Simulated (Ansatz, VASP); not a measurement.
V in VASP and in Ansatz

```
CELL_PARAMETERS angstrom
-1.51435 1.51435 1.51435
1.51435 -1.51435 1.51435
1.51435 1.51435 -1.51435
ATOMIC_POSITIONS crystal
V 0.00000 0.00000 0.00000
```

Alike in both runs: task single point; functional PBE; k mesh 11 × 11 × 11; occupations fermi-dirac, width 0.05 eV; collinear spin.

```csv
,VASP,Ansatz
version,VASP 6.6.1,Ansatz 0.2.0
potentials or method,"VASP PAW PBE potentials, release 64 (V_sv), cutoff 520 eV","plane waves, PAW"
valence electrons in the cell,13,13
```

```csv
,VASP,Ansatz,Ansatz less VASP
net moment per atom (μB),0.00,0.00,0.000
```

The functional is the same, so the differences come from potentials, cutoffs and numerics. Ansatz's warnings: seeded moment not kept.
